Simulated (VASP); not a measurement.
Here is a VASP 6.6.1 calculation.

INCAR

```
SYSTEM = La
PREC = Accurate
ENCUT = 400
EDIFF = 1E-6
ISMEAR = 0
SIGMA = 0.1
LREAL = .FALSE.
LASPH = .TRUE.
NELM = 200
ALGO = Normal
ISIF = 2
LWAVE = .FALSE.
LCHARG = .FALSE.
GGA = PE
NBANDS = 12
GGA_COMPAT = .FALSE.
LMAXMIX = 6
```

Contents of KPOINTS:

```
Automatic mesh
0
G
  6 6 6
  0 0 0
```

Contents of POSCAR:

```
La
1.0
    3.9134560000      0.0000000000      0.0000000000
    0.0000000000      3.9134560000      0.0000000000
    0.0000000000      0.0000000000      3.9134560000
La
1
Direct
    0.5000000000      0.5000000000      0.5000000000
```

Potentials or basis: VASP PAW PBE potentials, release 64 (La).

Command:

```console
$ cat potpaw_PBE.64/La/POTCAR > POTCAR
$ mpirun -np 1 vasp_std > vasp.out
```

**Question.** Estimate the pressure.

**Answer.** -4.9 GPa.
